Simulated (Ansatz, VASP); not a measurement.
**MoN2 in VASP and in Ansatz**

```
Mo N
1.0
     4.34805    0.00000    0.00000
     0.00000    4.34805    0.00000
     0.00000    0.00000    2.76746
Mo N
2 4
Cartesian
  0.0000 0.0000 0.0000
  2.1740 2.1740 0.0000
  2.6595 3.8626 1.3837
  1.6886 0.4854 1.3837
  0.4854 2.6595 1.3837
  3.8626 1.6886 1.3837
```

Alike in both runs: task relaxation of cell and atoms; functional PBE; k mesh 6 × 6 × 10; occupations fermi-dirac, width 0.05 eV; no spin polarisation.

|  | VASP | Ansatz |
| --- | --- | --- |
| version | VASP 6.6.1 | Ansatz 0.2.0 |
| potentials or method | VASP PAW PBE potentials, release 64 (Mo_sv, N) | Ansatz PAW |
| plane-wave cutoff (eV) | 600 | 420 |
| valence electrons in the cell | 48 | 48 |

```csv
,VASP,Ansatz,Ansatz less VASP
"gap on the k mesh at the Fermi level, each at its own relaxed structure (eV)",none,none,-
relaxed volume (Å³/atom),8.62,8.61,-0.002
relaxed cell length with the largest relative difference (Å),4.334,4.333,-0.0006
```

A gap of «none» marks a metal or a gap that the smearing closes.

Noted on Ansatz's run: the plane-wave basis is chosen anew once the cell has moved, so the energies of steps on either side of that aren't comparable.
